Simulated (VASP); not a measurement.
# Mn3Al2 (R-3c) in VASP: single point with r2SCAN

Aim: the single point of Mn3Al2 with r2SCAN.

Program: VASP 6.6.1. These are calculated values, not measurements. Logs are shortened: lines on timing, memory, paths and dates and some standing lists are left out, and cuts for length are marked.

## Step 1: The cell of the first run

It takes space group R-3c (No. 167, trigonal). Conventional cell: a = 5.153 Å, b = 5.153 Å, c = 14.067 Å, α = 90.00°, β = 90.00°, γ = 120.00°. Within 2.7 Å of Al (site symmetry 3) lie 6 Mn at 2.01 to 2.14 Å. Within 3.2 Å of Mn (site symmetry 2) lie 4 Al at 2.01 to 2.14 Å and 12 Mn at 2.73 to 3.10 Å.

## Step 2: Single point, r2SCAN

POSCAR reads:

```
Mn3Al2
1.0
    2.5764430000      4.4625210000      0.0000000000
   -2.5764430000      4.4625210000      0.0000000000
    0.0000000000     -2.9750140000      4.6890980000
Al Mn
4 6
Direct
    0.3522900000      0.3522900000      0.0568700000
    0.1477100000      0.1477100000      0.4431300000
    0.6477100000      0.6477100000      0.9431300000
    0.8522900000      0.8522900000      0.5568700000
    0.5562100000      0.9437900000      0.7500000000
    0.2500000000      0.5562100000      0.7500000000
    0.9437900000      0.2500000000      0.7500000000
    0.4437900000      0.0562100000      0.2500000000
    0.7500000000      0.4437900000      0.2500000000
    0.0562100000      0.7500000000      0.2500000000
```

INCAR.step1 reads:

```
SYSTEM = Mn3Al2
PREC = Accurate
ENCUT = 550
ISMEAR = -1
SIGMA = 0.1
LREAL = .False.
LASPH = .True.
NELM = 120
NBANDS = 56
GGA = PE
ALGO = Normal
EDIFF = 1E-5
LWAVE = .True.
LCHARG = .False.
GGA_COMPAT = .False.
```

INCAR.step2 reads:

```
SYSTEM = Mn3Al2
PREC = Accurate
ENCUT = 550
EDIFF = 1E-6
ISMEAR = -1
SIGMA = 0.1
LREAL = .False.
LASPH = .True.
NELM = 120
ALGO = Normal
ISIF = 2
LWAVE = .False.
LCHARG = .False.
METAGGA = R2SCAN
LMIXTAU = .True.
NBANDS = 56
ISTART = 1
GGA_COMPAT = .False.
```

KPOINTS reads:

```
Automatic mesh
0
Gamma
  7 7 7
  0 0 0
```

Potentials or basis: VASP PAW PBE potentials, release 64 (Al, Mn_pv).

Command:

```bash
> cat potpaw_PBE.64/Al/POTCAR potpaw_PBE.64/Mn_pv/POTCAR > POTCAR
> cp INCAR.step1 INCAR
> mpirun -np 1 vasp_std > vasp.out
> cp INCAR.step2 INCAR
> mpirun -np 1 vasp_std > vasp.out
```

OUTCAR:

```text
SYSTEM = Mn3Al2
   PREC = Accurate
   ENCUT = 550
   EDIFF = 1E-6
   ISMEAR = -1
   LREAL = .False.
   LASPH = .True.
   NELM = 120
   ISIF = 2
   METAGGA = R2SCAN
   ISTART = 1

 ion  position               nearest neighbor table
   1  0.352  0.352  0.057-   9 2.01   8 2.01  10 2.01   7 2.14   6 2.14   5 2.14   2 2.88   3 3.02
                             3 3.02   3 3.02
   2  0.148  0.148  0.443-  10 2.01   8 2.01   9 2.01   6 2.14   7 2.14   5 2.14   1 2.88   4 3.02
                             4 3.02   4 3.02
   3  0.648  0.648  0.943-   6 2.01   5 2.01   7 2.01  10 2.14   9 2.14   8 2.14   4 2.88   1 3.02
                             1 3.02   1 3.02
   4  0.852  0.852  0.557-   7 2.01   5 2.01   6 2.01   9 2.14  10 2.14   8 2.14   3 2.88   2 3.02
                             2 3.02   2 3.02
   5  0.556  0.944  0.750-   3 2.01   4 2.01   1 2.14   2 2.14   6 2.73   7 2.73   8 2.84   8 2.84
                             9 2.95  10 2.95  10 2.95   9 2.95   7 3.10   6 3.10   7 3.10   6 3.10
   6  0.250  0.556  0.750-   3 2.01   4 2.01   2 2.14   1 2.14   7 2.73   5 2.73   9 2.84   9 2.84
                             8 2.95  10 2.95  10 2.95   8 2.95   5 3.10   7 3.10   7 3.10   5 3.10
   7  0.944  0.250  0.750-   4 2.01   3 2.01   1 2.14   2 2.14   6 2.73   5 2.73  10 2.84  10 2.84
                             8 2.95   9 2.95   9 2.95   8 2.95   5 3.10   6 3.10   6 3.10   5 3.10
   8  0.444  0.056  0.250-   1 2.01   2 2.01   3 2.14   4 2.14  10 2.73   9 2.73   5 2.84   5 2.84
                             7 2.95   6 2.95   6 2.95   7 2.95   9 3.10  10 3.10   9 3.10  10 3.10
   9  0.750  0.444  0.250-   1 2.01   2 2.01   4 2.14   3 2.14  10 2.73   8 2.73   6 2.84   6 2.84
                             5 2.95   7 2.95   7 2.95   5 2.95   8 3.10  10 3.10  10 3.10   8 3.10
  10  0.056  0.750  0.250-   2 2.01   1 2.01   3 2.14   4 2.14   9 2.73   8 2.73   7 2.84   7 2.84
                             5 2.95   6 2.95   6 2.95   5 2.95   8 3.10   9 3.10   9 3.10   8 3.10

  LATTYP: Found a trigonal (rhomboedric) cell.
 ALAT       =     5.5532311010
 COS(alpha) =     0.5694936332

  Lattice vectors:

 A1 = (   2.5764430000,   1.4875070000,   4.6890980000)
 A2 = (  -2.5764430000,   1.4875070000,   4.6890980000)
 A3 = (   0.0000000000,  -2.9750140000,   4.6890980000)

Analysis of symmetry for initial positions (statically):
=====================================================================
 Subroutine PRICEL returns:
 Original cell was already a primitive cell.

 Routine SETGRP: Setting up the symmetry group for a
 trigonal (rhombohedral) supercell.

 Subroutine GETGRP returns: Found 12 space group operations
 (whereof  6 operations were pure point group operations)
 out of a pool of 12 trial point group operations.

The static configuration has the point symmetry S_6 .
 The point group associated with its full space group is D_3d.

Analysis of symmetry for dynamics (positions and initial velocities):
=====================================================================
 Subroutine PRICEL returns:
 Original cell was already a primitive cell.

 Routine SETGRP: Setting up the symmetry group for a
 trigonal (rhombohedral) supercell.

 Subroutine GETGRP returns: Found 12 space group operations
 (whereof  6 operations were pure point group operations)
 out of a pool of 12 trial point group operations.

The dynamic configuration has the point symmetry S_6 .
 The point group associated with its full space group is D_3d.

 Subroutine INISYM returns: Found 12 space group operations
 (whereof  6 operations are pure point group operations),
 and found     1 'primitive' translations

----------------------------------------------------------------------------------------

                                     Primitive cell

  volume of cell :     107.8252

  direct lattice vectors                    reciprocal lattice vectors
     2.576443000  4.462521000  0.000000000     0.194066005  0.112044291  0.071086877
    -2.576443000  4.462521000  0.000000000    -0.194066005  0.112044291  0.071086877
     0.000000000 -2.975014000  4.689098000     0.000000000  0.000000000  0.213260631

  length of vectors
     5.152878051  5.152878051  5.553228642     0.235093346  0.235093346  0.213260631

  position of ions in fractional coordinates (direct lattice)
     0.352290000  0.352290000  0.056870000
     0.147710000  0.147710000  0.443130000
     0.647710000  0.647710000  0.943130000
     0.852290000  0.852290000  0.556870000
     0.556210000  0.943790000  0.750000000
     0.250000000  0.556210000  0.750000000
     0.943790000  0.250000000  0.750000000
     0.443790000  0.056210000  0.250000000
     0.750000000  0.443790000  0.250000000
     0.056210000  0.750000000  0.250000000

  ion indices of the primitive-cell ions
   primitive index   ion index
                 1           1
                 2           2
                 3           3
                 4           4
                 5           5
                 6           6
                 7           7
                 8           8
                 9           9
                10          10

----------------------------------------------------------------------------------------

 KPOINTS: Automatic mesh

Automatic generation of k-mesh.
 Grid dimensions read from file:
 generate k-points for:    7    7    7

 Generating k-lattice:

  Cartesian coordinates                     Fractional coordinates (reciprocal lattice)
     0.027723715  0.016006327  0.010155268     0.142857143  0.000000000  0.000000000
    -0.027723715  0.016006327  0.010155268     0.000000000  0.142857143  0.000000000
     0.000000000  0.000000000  0.030465804     0.000000000  0.000000000  0.142857143

  Length of vectors
     0.033584764  0.033584764  0.030465804

  Shift w.r.t. Gamma in fractional coordinates (k-lattice)
     0.000000000  0.000000000  0.000000000

 Subroutine IBZKPT returns following result:
 ===========================================

 Found     44 irreducible k-points:

 Following reciprocal coordinates:
            Coordinates               Weight
  0.000000  0.000000  0.000000      1.000000
  0.142857  0.000000  0.000000      6.000000
  0.285714  0.000000 -0.000000      6.000000
  0.428571  0.000000  0.000000      6.000000
  0.142857  0.142857  0.000000      6.000000
  0.285714  0.142857  0.000000     12.000000
[... 16 lines left out ...]
  0.142857  0.142857  0.142857      6.000000
  0.285714  0.142857  0.142857     12.000000
 [... further k-points ...]
   k-points           NKPTS =     44   k-points in BZ     NKDIM =     44   number of bands    NBANDS=     56
   number of dos      NEDOS =    301   number of ions     NIONS =     10
   total plane-waves  NPLWV =  67200
   dimension x,y,z NGX =    40 NGY =   40 NGZ =   42
   dimension x,y,z NGXF=    80 NGYF=   80 NGZF=   84
   ions per type =               4   6
   NGX,Y,Z   is equivalent  to a cutoff of  12.91, 12.91, 12.57 a.u.
   NGXF,Y,Z  is equivalent  to a cutoff of  25.81, 25.81, 25.15 a.u.
 SYSTEM =  Mn3Al2
   PREC   = accura    normal or accurate (medium, high low for compatibility)
   ISTART =      1    job   : 0-new  1-cont  2-samecut
   ICHARG =      0    charge: 1-file 2-atom 10-const
   ISPIN  =      1    spin polarized calculation?
   LNONCOLLINEAR =      F non collinear calculations
   LSORBIT =      F    spin-orbit coupling
   LASPH  =      T    aspherical Exc in radial PAW
   ENCUT  =  550.0 eV  40.42 Ry    6.36 a.u.   9.85  9.85 10.62*2*pi/ulx,y,z
   NELM   =    120;   NELMIN=  2; NELMDL=  0     # of ELM steps
   EDIFF  = 0.1E-05   stopping-criterion for ELM
   LREAL  =      F    real-space projection
   EDIFFG = 0.1E-04   stopping-criterion for IOM
   NSW    =      0    number of steps for IOM
   IBRION =     -1    ionic relax: 0-MD 1-quasi-New 2-CG
   NFREE  =      0    steps in history (QN), initial steepest desc. (CG)
   ISIF   =      2    stress and relaxation
   ISYM   =      2    0-nonsym 1-usesym 2-fastsym
   POTIM  = 0.5000    time-step for ionic-motion
   TEBEG  =    0.0;   TEEND  =   0.0 temperature during run
   PSTRESS=    0.0 pullay stress
   NELECT =      90.0000    total number of electrons
   NUPDOWN=      -1.0000    fix difference up-down
   EMIN   =  10.00;   EMAX   =-10.00  energy-range for DOS
   EFERMI =   0.00;   METHOD = LEGACY
   ISMEAR =    -1;   SIGMA  =   0.10  broadening in eV -4-tet -1-fermi 0-gaus
   EFERMI_NEDOS =   21; number of points for ismear=-14 and -15
   IALGO  =     38    algorithm
   IMIX   =      4    mixing-type and parameters
     AMIX     =   0.40;   BMIX     =  1.00
     AMIX_MAG =   1.60;   BMIX_MAG =  1.00
  volume/ion in A,a.u.               =      10.78        72.76
  Fermi-wavevector in a.u.,A,eV,Ry     =   1.541401  2.912825 32.326313  2.375917
  Thomas-Fermi vector in A             =   2.647352
   LORBIT       =      0    0 simple, 1 ext, 2 COOP (PROOUT), +10 PAW based schemes
   METAGGA = R2SCAN    functional components
   LHFCALC =     F    Hartree Fock is set to
   AEXX    =    0.0000 exact exchange contribution
   IVDW    =     0    specifies the selected vdW correction
   LEPSILON=     F    determine dielectric tensor
   LRPA    =     F    only Hartree local field effects (RPA)
 non-spin polarized calculation
  energy-cutoff  :      550.00
  volume of cell :      107.83
 maximum number of plane-waves:      3173
   NGX = 19   NGY = 19   NGZ = 21

 number of electron      90.0000007 magnetization

 Free energy of the ion-electron system (eV)
  ---------------------------------------------------
  ext. energy  EPLUGINS =         0.00000000
  ---------------------------------------------------
  free energy    TOTEN  =       -91.43666113 eV

  energy without entropy =      -90.90962705  energy(sigma->0) =      -91.17314409

 E-fermi :  10.6674     XC(G=0): -13.9879

 val. band max:       10.6616447043   @ k =  -0.2857   0.1429   0.1429
 cond. band min:      10.6709640753   @ k =   0.2857   0.0000  -0.0000
 fundamental gap:      0.0093193711
 Fermi energy:        10.6673859118

 k-point     1 :       0.0000    0.0000    0.0000
  band No.  band energies     occupation
      1     -38.8214      2.00000
      2     -38.7995      2.00000
      3     -38.7919      2.00000
      4     -38.7919      2.00000
      5     -38.7618      2.00000
      6     -38.7099      2.00000
[... 1405 lines left out ...]
     55      14.1717      0.00000
     56      14.5894      0.00000

 [... further k-points ...]
[... 5 lines left out ...]
  --------------------------------------------------------------------------------------
  -------------------------------------------------------------------------------------
  Total       53.9659684     53.9657464     45.4906564      0.0000000      0.0000000     -0.0000000
  in kB      801.8819541    801.8786554    675.9470378      0.0000000      0.0000000     -0.0000000
  external PRESSURE =     759.9025491 kB  Pullay stress =       0.0000000 kB

 VOLUME and BASIS-vectors are now :
 -----------------------------------------------------------------------------
  energy-cutoff  :      550.00
  volume of cell :      107.83
      direct lattice vectors                 reciprocal lattice vectors
     2.576443000  4.462521000  0.000000000     0.194066005  0.112044291  0.071086877
    -2.576443000  4.462521000  0.000000000    -0.194066005  0.112044291  0.071086877
     0.000000000 -2.975014000  4.689098000     0.000000000  0.000000000  0.213260631

 POSITION                                       TOTAL-FORCE (eV/Angst)
 -----------------------------------------------------------------------------------
      0.00000      2.97501      0.26667         0.000000      0.000000     -1.430137
      0.00000      0.00000      2.07788         0.000000     -0.000000      1.430137
      0.00000      2.97501      4.42243         0.000000     -0.000000      1.430137
      0.00000      5.95003      2.61122         0.000000      0.000000     -1.430137
     -0.99858      4.46252      3.51682        -0.536451     -0.000000      0.000000
     -0.78893      1.36647      3.51682         0.268225     -0.464579      0.000000
      1.78751      3.09605      3.51682         0.268225      0.464579      0.000000
      0.99858      1.48751      1.17227         0.536451      0.000000      0.000000
      0.78893      4.58356      1.17227        -0.268225      0.464579      0.000000
     -1.78751      2.85398      1.17227        -0.268225     -0.464579      0.000000
 -----------------------------------------------------------------------------------
    total drift:                                0.000000      0.000000     -0.000000

  FREE ENERGIE OF THE ION-ELECTRON SYSTEM (eV)
  ---------------------------------------------------
  free  energy   TOTEN  =       -91.4366611291 eV

  energy  without entropy=      -90.9096270463  energy(sigma->0) =      -91.17314409
```

It took 35 min on 1 thread of Intel Xeon 8259CL, shared host; peak memory 0.4 GiB.

Results:

| Property | Result |
| --- | --- |
| Free energy | -91.4367 eV |
| Pressure | 76.0 GPa |
| Largest force | 1.430 eV/Å |
| Band gap on the k mesh | zero (bands 45 and 46 overlap by 0.20 eV) |

Forces on the atoms (eV/Å):
```
Al   0.000  0.000 -1.430
Al   0.000  0.000  1.430
Al   0.000  0.000  1.430
Al   0.000  0.000 -1.430
Mn  -0.536  0.000  0.000
Mn   0.268 -0.465  0.000
Mn   0.268  0.465  0.000
Mn   0.536  0.000  0.000
Mn  -0.268  0.465  0.000
Mn  -0.268 -0.465  0.000
```

Caveat: the cell stands under pressure; the PAW data sets were made with another functional, which shifts forces and pressure a little; the run has no spin polarisation, though such a crystal can be magnetic. Spin polarisation is off, so any magnetic state and its effect on volume and gap are missing.
